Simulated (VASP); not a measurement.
Set up this calculation in VASP 6.6.1, as the native input.

* Task: single point
* Functional: r2SCAN
* Potentials or basis: VASP PAW PBE potentials, release 64 (Zn, V_sv, N)
* Cutoff: 520 eV
* k mesh: 7 × 7 × 7
* Occupations: fermi-dirac, width 0.0889 eV
* Spin: no spin polarisation
* Dipole correction: no
* Further INCAR settings: ALGO = Normal; EDIFF = 1e-06; NBANDS = 71

V2ZnN4:

```
CELL_PARAMETERS angstrom
0.00000 4.04671 4.04671
4.04671 0.00000 4.04671
4.04671 4.04671 0.00000
ATOMIC_POSITIONS crystal
Zn 0.12500 0.12500 0.12500
Zn 0.87500 0.87500 0.87500
V 0.50000 0.50000 0.50000
V 0.00000 0.50000 0.50000
V 0.50000 0.50000 0.00000
V 0.50000 0.00000 0.50000
N 0.26390 0.26390 0.26390
N 0.29170 0.73610 0.73610
N 0.26390 0.26390 0.70830
N 0.73610 0.29170 0.73610
N 0.70830 0.26390 0.26390
N 0.73610 0.73610 0.73610
N 0.26390 0.70830 0.26390
N 0.73610 0.73610 0.29170
```

The input as run:

POSCAR

```
V2ZnN4
1.0
    0.0000000000      4.0467056700      4.0467056700
    4.0467056700      0.0000000000      4.0467056700
    4.0467056700      4.0467056700      0.0000000000
Zn V N
2 4 8
Direct
    0.1250000000      0.1250000000      0.1250000000
    0.8750000000      0.8750000000      0.8750000000
    0.5000000000      0.5000000000      0.5000000000
    0.0000000000      0.5000000000      0.5000000000
    0.5000000000      0.5000000000      0.0000000000
    0.5000000000      0.0000000000      0.5000000000
    0.2639000000      0.2639000000      0.2639000000
    0.2917000000      0.7361000000      0.7361000000
    0.2639000000      0.2639000000      0.7083000000
    0.7361000000      0.2917000000      0.7361000000
    0.7083000000      0.2639000000      0.2639000000
    0.7361000000      0.7361000000      0.7361000000
    0.2639000000      0.7083000000      0.2639000000
    0.7361000000      0.7361000000      0.2917000000
```

INCAR.step1

```
SYSTEM = V2ZnN4
  PREC = Accurate
  ENCUT = 520
  ISMEAR = -1
  SIGMA = 0.0889
  LREAL = .FALSE.
  LASPH = .TRUE.
  NELM = 100
  NBANDS = 71
  GGA = PE
  ALGO = Normal
  EDIFF = 1E-4
  LWAVE = .TRUE.
  LCHARG = .FALSE.
```

INCAR.step2

```
SYSTEM = V2ZnN4
  PREC = Accurate
  ENCUT = 520
  EDIFF = 1E-6
  ISMEAR = -1
  SIGMA = 0.0889
  LREAL = .FALSE.
  LASPH = .TRUE.
  NELM = 100
  ALGO = Normal
  ISIF = 2
  LWAVE = .FALSE.
  LCHARG = .TRUE.
  METAGGA = R2SCAN
  LMIXTAU = .TRUE.
  LELF = .TRUE.
  LVHAR = .TRUE.
  NBANDS = 71
  ISTART = 1
```

KPOINTS

```
regular mesh
0
G
  7 7 7
  0 0 0
```

Potentials or basis: VASP PAW PBE potentials, release 64 (Zn, V_sv, N).

Run with:

```sh
$ cat potpaw_PBE.64/Zn/POTCAR potpaw_PBE.64/V_sv/POTCAR potpaw_PBE.64/N/POTCAR > POTCAR
$ cp INCAR.step1 INCAR
$ mpirun -np 1 vasp_std > vasp.out
$ cp INCAR.step2 INCAR
$ mpirun -np 1 vasp_std > vasp.out
```

Results of the run:

| Quantity | Value |
| --- | --- |
| Pressure | 19.6 GPa |
| Largest force | 1.590 eV/Å |
| Band gap on the k mesh | zero (bands 58 and 59 overlap by 0.22 eV) |

Caveat: the cell stands under pressure; the PAW data sets were made with another functional, which shifts forces and pressure a little; the run has no spin polarisation, though such a crystal can be magnetic.

It took 27 min on 1 thread of AMD EPYC 7R43 64-Core Processor (Zen 3) (shared host), peak memory 0.4 GiB.
